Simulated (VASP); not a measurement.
# Na3ScTlP3 (P1) in VASP: single point with PBE

Aim: the single point of Na3ScTlP3 with PBE.

Program: VASP 6.6.1. These are calculated values, not measurements. Logs are shortened: lines on timing, memory, paths and dates and some standing lists are left out, and cuts for length are marked.

## Step 1: The cell of the first run

The typed cell holds 8 atoms: a = 5.393 Å, b = 5.393 Å, c = 8.537 Å, α = 82.68°, β = 82.68°, γ = 86.19°.

## Step 2: Single point, PBE

Contents of INCAR:

```
SYSTEM = Na3ScTlP3
  PREC = Accurate
  ENCUT = 520
  EDIFF = 1E-6
  ISMEAR = 0
  SIGMA = 0.1
  LREAL = .False.
  LASPH = .True.
  NELM = 100
  ALGO = Normal
  ISIF = 2
  LWAVE = .False.
  LCHARG = .False.
  GGA = PE
  NBANDS = 40
```

Contents of KPOINTS:

```
regular mesh
0
Gamma
  6 6 4
  0 0 0
```

Contents of POSCAR:

```
Na3ScTlP3
1.0
    5.3906943991      0.1414510146     -0.0098894976
    0.2165752077      5.3881075778     -0.0546599659
    1.0738058360      1.1304734497      8.3933732365
Na Sc Tl P
3 1 1 3
Direct
    0.0199365678      0.5130084727      0.0655917135
    0.5130662830      0.0197682954      0.0656271726
    0.0853721773      0.0854584984      0.7047717329
    0.9654721299      0.9654893515      0.3290252885
    0.4774584451      0.4775264108      0.4284756510
    0.9745517413      0.4451247379      0.4234583335
    0.4450755007     -0.0253902156      0.4234762107
    0.0190671550      1.0190144486      0.0321782774
```

Potentials or basis: VASP PAW PBE potentials, release 64 (Na_pv, Sc_sv, Tl_d, P).

Run with:

```sh
cat potpaw_PBE.64/Na_pv/POTCAR potpaw_PBE.64/Sc_sv/POTCAR potpaw_PBE.64/Tl_d/POTCAR potpaw_PBE.64/P/POTCAR > POTCAR
mpirun -np 1 vasp_std > vasp.out
```

OUTCAR:

```text
SYSTEM = Na3ScTlP3
   PREC = Accurate
   ENCUT = 520
   EDIFF = 1E-6
   ISMEAR = 0
   LREAL = .False.
   LASPH = .True.
   NELM = 100
   ISIF = 2
   GGA = PE

 ion  position               nearest neighbor table
   1  0.020  0.513  0.066-   8 2.71   8 2.72
   2  0.513  0.020  0.066-   8 2.71   8 2.72
   3  0.085  0.085  0.705-   8 2.75
   4  0.965  0.965  0.329-   8 2.50   7 2.81   6 2.81   6 2.82   7 2.82
   5  0.477  0.478  0.428-   6 2.67   7 2.67   6 2.74   7 2.74
   6  0.975  0.445  0.423-   5 2.67   5 2.74   4 2.81   4 2.82
   7  0.445  0.975  0.423-   5 2.67   5 2.74   4 2.81   4 2.82
   8  0.019  0.019  0.032-   4 2.50   2 2.71   1 2.71   2 2.72   1 2.72   3 2.75

  LATTYP: Found a base centered monoclinic cell.
 ALAT       =    20.0115474737
 B/A-ratio  =     0.3682331779
 C/A-ratio  =     0.4266018595
 COS(beta)  =    -0.9218673696

  Lattice vectors:

 A1 = (  -6.4645002351,  -1.2719244643,  -8.3834837389)
 A2 = (  -1.2903810437,  -6.5185810275,  -8.3387132706)
 A3 = (   1.0738058360,   1.1304734497,   8.3933732365)

Analysis of symmetry for initial positions (statically):
=====================================================================
 Subroutine PRICEL returns:
 Original cell was already a primitive cell.

 Routine SETGRP: Setting up the symmetry group for a
 base centered monoclinic supercell.

 Subroutine GETGRP returns: Found  1 space group operations
 (whereof  1 operations were pure point group operations)
 out of a pool of  4 trial point group operations.

The static configuration has the point symmetry C_1 .

Analysis of symmetry for dynamics (positions and initial velocities):
=====================================================================
 Subroutine PRICEL returns:
 Original cell was already a primitive cell.

 Routine SETGRP: Setting up the symmetry group for a
 base centered monoclinic supercell.

 Subroutine GETGRP returns: Found  1 space group operations
 (whereof  1 operations were pure point group operations)
 out of a pool of  4 trial point group operations.

The dynamic configuration has the point symmetry C_1 .

 Subroutine INISYM returns: Found  1 space group operations
 (whereof  1 operations are pure point group operations),
 and found     1 'primitive' translations

----------------------------------------------------------------------------------------

                                     Primitive cell

  volume of cell :     243.9134

  direct lattice vectors                    reciprocal lattice vectors
     5.390694399  0.141451015 -0.009889498     0.185665053 -0.007693267 -0.022716872
     0.216575208  5.388107578 -0.054659966    -0.004913347  0.185544272 -0.024361706
     1.073805836  1.130473450  8.393373237     0.000186763  0.001199251  0.118956194

  length of vectors
     5.392558975  5.392735466  8.536963364     0.187207784  0.187201257  0.118962385

  position of ions in fractional coordinates (direct lattice)
     0.019936568  0.513008473  0.065591713
     0.513066283  0.019768295  0.065627173
     0.085372177  0.085458498  0.704771733
     0.965472130  0.965489351  0.329025288
     0.477458445  0.477526411  0.428475651
     0.974551741  0.445124738  0.423458334
     0.445075501  0.974609784  0.423476211
     0.019067155  0.019014449  0.032178277

  ion indices of the primitive-cell ions
   primitive index   ion index
                 1           1
                 2           2
                 3           3
                 4           4
                 5           5
                 6           6
                 7           7
                 8           8

----------------------------------------------------------------------------------------

 KPOINTS: regular mesh

Automatic generation of k-mesh.
 Grid dimensions read from file:
 generate k-points for:    6    6    4

 Generating k-lattice:

  Cartesian coordinates                     Fractional coordinates (reciprocal lattice)
     0.030944176 -0.001282211 -0.003786145     0.166666667 -0.000000000 -0.000000000
    -0.000818891  0.030924045 -0.004060284    -0.000000000  0.166666667  0.000000000
     0.000046691  0.000299813  0.029739048     0.000000000 -0.000000000  0.250000000

  Length of vectors
     0.031201297  0.031200210  0.029740596

  Shift w.r.t. Gamma in fractional coordinates (k-lattice)
     0.000000000  0.000000000  0.000000000

 -----------------------------------------------------------------------------
|                                                                             |
|           W    W    AA    RRRRR   N    N  II  N    N   GGGG   !!!           |
|           W    W   A  A   R    R  NN   N  II  NN   N  G    G  !!!           |
|           W    W  A    A  R    R  N N  N  II  N N  N  G       !!!           |
|           W WW W  AAAAAA  RRRRR   N  N N  II  N  N N  G  GGG   !            |
|           WW  WW  A    A  R   R   N   NN  II  N   NN  G    G                |
|           W    W  A    A  R    R  N    N  II  N    N   GGGG   !!!           |
|                                                                             |
|     Your reciprocal lattice and k-lattice belong to different lattice       |
|     classes:                                                                |
|                                                                             |
|        The reciprocal lattice is triclinic,                                 |
|        whereas your k-lattice is base-centered monoclinic.                  |
|                                                                             |
|     Results are often still useful ...                                      |
|                                                                             |
 -----------------------------------------------------------------------------

 Subroutine IBZKPT returns following result:
 ===========================================

 Found     76 irreducible k-points:

 Following reciprocal coordinates:
            Coordinates               Weight
  0.000000  0.000000  0.000000      1.000000
  0.166667  0.000000 -0.000000      2.000000
  0.333333  0.000000 -0.000000      2.000000
  0.500000  0.000000  0.000000      1.000000
 -0.000000  0.166667 -0.000000      2.000000
  0.166667  0.166667 -0.000000      2.000000
[... 16 lines left out ...]
  0.333333  0.000000  0.250000      2.000000
  0.500000  0.000000  0.250000      2.000000
 [... further k-points ...]
   k-points           NKPTS =     76   k-points in BZ     NKDIM =     76   number of bands    NBANDS=     40
   number of dos      NEDOS =    301   number of ions     NIONS =      8
   total plane-waves  NPLWV = 102400
   dimension x,y,z NGX =    40 NGY =   40 NGZ =   64
   dimension x,y,z NGXF=    80 NGYF=   80 NGZF=  128
   ions per type =               3   1   1   3
   NGX,Y,Z   is equivalent  to a cutoff of  12.33, 12.33, 12.46 a.u.
   NGXF,Y,Z  is equivalent  to a cutoff of  24.66, 24.66, 24.93 a.u.
 SYSTEM =  Na3ScTlP3
   PREC   = accura    normal or accurate (medium, high low for compatibility)
   ISTART =      0    job   : 0-new  1-cont  2-samecut
   ICHARG =      2    charge: 1-file 2-atom 10-const
   ISPIN  =      1    spin polarized calculation?
   LNONCOLLINEAR =      F non collinear calculations
   LSORBIT =      F    spin-orbit coupling
   LASPH  =      T    aspherical Exc in radial PAW
   ENCUT  =  520.0 eV  38.22 Ry    6.18 a.u.  10.03 10.03 15.87*2*pi/ulx,y,z
   NELM   =    100;   NELMIN=  2; NELMDL= -5     # of ELM steps
   EDIFF  = 0.1E-05   stopping-criterion for ELM
   LREAL  =      F    real-space projection
   EDIFFG = 0.1E-04   stopping-criterion for IOM
   NSW    =      0    number of steps for IOM
   IBRION =     -1    ionic relax: 0-MD 1-quasi-New 2-CG
   NFREE  =      0    steps in history (QN), initial steepest desc. (CG)
   ISIF   =      2    stress and relaxation
   ISYM   =      2    0-nonsym 1-usesym 2-fastsym
   POTIM  = 0.5000    time-step for ionic-motion
   TEBEG  =    0.0;   TEEND  =   0.0 temperature during run
   PSTRESS=    0.0 pullay stress
   NELECT =      60.0000    total number of electrons
   NUPDOWN=      -1.0000    fix difference up-down
   EMIN   =  10.00;   EMAX   =-10.00  energy-range for DOS
   EFERMI =   0.00;   METHOD = LEGACY
   ISMEAR =     0;   SIGMA  =   0.10  broadening in eV -4-tet -1-fermi 0-gaus
   EFERMI_NEDOS =   21; number of points for ismear=-14 and -15
   IALGO  =     38    algorithm
   IMIX   =      4    mixing-type and parameters
     AMIX     =   0.40;   BMIX     =  1.00
     AMIX_MAG =   1.60;   BMIX_MAG =  1.00
  volume/ion in A,a.u.               =      30.49       205.75
  Fermi-wavevector in a.u.,A,eV,Ry     =   1.025762  1.938410 14.315889  1.052188
  Thomas-Fermi vector in A             =   2.159620
   LORBIT       =      0    0 simple, 1 ext, 2 COOP (PROOUT), +10 PAW based schemes
   GGA     = PE    functional components
   LHFCALC =     F    Hartree Fock is set to
   AEXX    =    0.0000 exact exchange contribution
   IVDW    =     0    specifies the selected vdW correction
   LEPSILON=     F    determine dielectric tensor
   LRPA    =     F    only Hartree local field effects (RPA)
 non-spin polarized calculation
 Gauss-broadening in eV      SIGMA  =   0.10
  energy-cutoff  :      520.00
  volume of cell :      243.91
 maximum number of plane-waves:      6606
   NGX = 21   NGY = 21   NGZ = 31

 number of electron      59.9999989 magnetization

 Free energy of the ion-electron system (eV)
  ---------------------------------------------------
  ext. energy  EPLUGINS =         0.00000000
  ---------------------------------------------------
  free energy    TOTEN  =       -31.12292774 eV

  energy without entropy =      -31.11567654  energy(sigma->0) =      -31.11930214

 E-fermi :   1.5459     XC(G=0):  -7.4294

 val. band max:        1.5061519531   @ k =   0.0000   0.0000   0.0000
 cond. band min:       1.5953895239   @ k =  -0.1667  -0.1667   0.2500
 fundamental gap:      0.0892375709
 Fermi energy:         1.5459416269

 k-point     1 :       0.0000    0.0000    0.0000
  band No.  band energies     occupation
      1     -47.7619      2.00000
      2     -26.4147      2.00000
      3     -26.3839      2.00000
      4     -26.3470      2.00000
      5     -22.2910      2.00000
      6     -22.2416      2.00000
[... 32 lines left out ...]
     39       5.6028      0.00000
     40       6.2785      0.00000

 k-point     2 :       0.1667    0.0000   -0.0000
  band No.  band energies     occupation
      1     -47.7619      2.00000
      2     -26.4149      2.00000
      3     -26.3841      2.00000
      4     -26.3470      2.00000
      5     -22.2910      2.00000
      6     -22.2417      2.00000
[... 32 lines left out ...]
     39       5.8852      0.00000
     40       6.2836      0.00000

 k-point     3 :       0.3333    0.0000   -0.0000
  band No.  band energies     occupation
      1     -47.7619      2.00000
      2     -26.4153      2.00000
      3     -26.3845      2.00000
      4     -26.3470      2.00000
      5     -22.2910      2.00000
      6     -22.2417      2.00000
[... 32 lines left out ...]
     39       5.6700      0.00000
     40       6.6170      0.00000

 k-point     4 :       0.5000    0.0000    0.0000
  band No.  band energies     occupation
      1     -47.7619      2.00000
      2     -26.4155      2.00000
      3     -26.3847      2.00000
      4     -26.3469      2.00000
      5     -22.2910      2.00000
      6     -22.2417      2.00000
[... 32 lines left out ...]
     39       5.2085      0.00000
     40       6.3542      0.00000
[... 772 lines left out ...]
     39       5.8746      0.00000
     40       6.4262      0.00000

 k-point    23 :       0.3333    0.0000    0.2500
  band No.  band energies     occupation
      1     -47.7619      2.00000
      2     -26.4153      2.00000
      3     -26.3845      2.00000
      4     -26.3470      2.00000
      5     -22.2910      2.00000
      6     -22.2417      2.00000
[... 32 lines left out ...]
     39       5.8742      0.00000
     40       6.3982      0.00000

 k-point    24 :       0.5000    0.0000    0.2500
  band No.  band energies     occupation
      1     -47.7619      2.00000
      2     -26.4155      2.00000
      3     -26.3847      2.00000
      4     -26.3470      2.00000
      5     -22.2911      2.00000
      6     -22.2417      2.00000
[... 32 lines left out ...]
     39       5.3218      0.00000
     40       6.1953      0.00000

 [... further k-points ...]

------------------------ aborting loop because EDIFF is reached ----------------------------------------

  FORCE on cell =-STRESS in cart. coord.  units (eV):
  Direction    XX          YY          ZZ          XY          YZ          ZX
  --------------------------------------------------------------------------------------
  -------------------------------------------------------------------------------------
  Total        0.0265439      0.0240005      0.0560437      0.0062016     -0.0039853     -0.0033665
  in kB        0.1743569      0.1576504      0.3681308      0.0407361     -0.0261780     -0.0221131
  external PRESSURE =       0.2333793 kB  Pullay stress =       0.0000000 kB

 VOLUME and BASIS-vectors are now :
 -----------------------------------------------------------------------------
  energy-cutoff  :      520.00
  volume of cell :      243.91
      direct lattice vectors                 reciprocal lattice vectors
     5.390694399  0.141451015 -0.009889498     0.185665053 -0.007693267 -0.022716872
     0.216575208  5.388107578 -0.054659966    -0.004913347  0.185544272 -0.024361706
     1.073805836  1.130473450  8.393373237     0.000186763  0.001199251  0.118956194

 POSITION                                       TOTAL-FORCE (eV/Angst)
 -----------------------------------------------------------------------------------
      0.28901      2.84111      0.52230         0.003530     -0.004500     -0.000140
      2.84054      0.25328      0.54468        -0.004731      0.003861     -0.000477
      1.23551      1.26926      5.90990        -0.001682     -0.001781     -0.004541
      5.76698      5.71068      2.69931         0.000133      0.000232      0.013574
      3.13735      3.12488      3.56553         0.000004     -0.000255     -0.002803
      5.80463      3.01494      3.52028         0.000206      0.001883      0.006784
      3.06507      5.79299      3.49672         0.002272      0.000362      0.006650
      0.14146      0.14153      0.26886         0.000269      0.000198     -0.019047
 -----------------------------------------------------------------------------------
    total drift:                               -0.001270     -0.001231     -0.000013

  FREE ENERGIE OF THE ION-ELECTRON SYSTEM (eV)
  ---------------------------------------------------
  free  energy   TOTEN  =       -31.1229277428 eV

  energy  without entropy=      -31.1156765352  energy(sigma->0) =      -31.11930214
```

It took 8.8 min on 1 thread of Intel Xeon Platinum 8488C (Sapphire Rapids), shared host; peak memory 0.79 GiB.

What came out:

| Quantity | Value |
| --- | --- |
| Free energy | -31.1229 eV |
| Pressure | 0.0 GPa |
| Largest force | 0.019 eV/Å |
| Band gap on the k mesh | zero (bands 30 and 31 overlap by 0.82 eV) |

Forces on the atoms (eV/Å):
```
Na   0.004 -0.004  0.000
Na  -0.005  0.004  0.000
Na  -0.002 -0.002 -0.005
Sc   0.000  0.000  0.014
Tl   0.000  0.000 -0.003
P    0.000  0.002  0.007
P    0.002  0.000  0.007
P    0.000  0.000 -0.019
```

Levels at points of the mesh, in eV from the Fermi level:
```
           k point  band 26  band 27  band 28  band 29  band 30  band 31  band 32  band 33  band 34  band 35
(0.00, 0.00, 0.00)    -0.94    -0.85    -0.72    -0.62    -0.57    -0.04     1.41     1.73     2.73     2.75
(0.50, 0.00, 0.00)    -1.57    -1.32    -0.90    -0.67    -0.55     1.99     2.16     2.28     2.56     2.70
(0.00, 0.50, 0.00)    -1.57    -1.32    -0.90    -0.67    -0.55     1.99     2.16     2.28     2.56     2.70
(0.50, 0.50, 0.00)    -0.93    -0.87    -0.54    -0.42     0.55     1.15     1.68     2.29     2.40     2.53
(0.00, 0.00, 0.50)    -1.22    -0.85    -0.69    -0.62    -0.61    -0.05     1.72     2.00     2.70     2.76
(0.50, 0.00, 0.50)    -1.42    -1.29    -0.94    -0.58    -0.53     1.78     2.28     2.38     2.62     2.74
(0.00, 0.50, 0.50)    -1.42    -1.29    -0.94    -0.58    -0.53     1.78     2.28     2.38     2.62     2.74
(0.50, 0.50, 0.50)    -0.87    -0.87    -0.41    -0.18     0.39     1.15     1.83     2.27     2.34     2.34
```

Caveat: spin-orbit coupling is left out, which moves the levels of the heavy elements.

The gap in the log of VASP goes by the Fermi energy; the results here count the filled bands.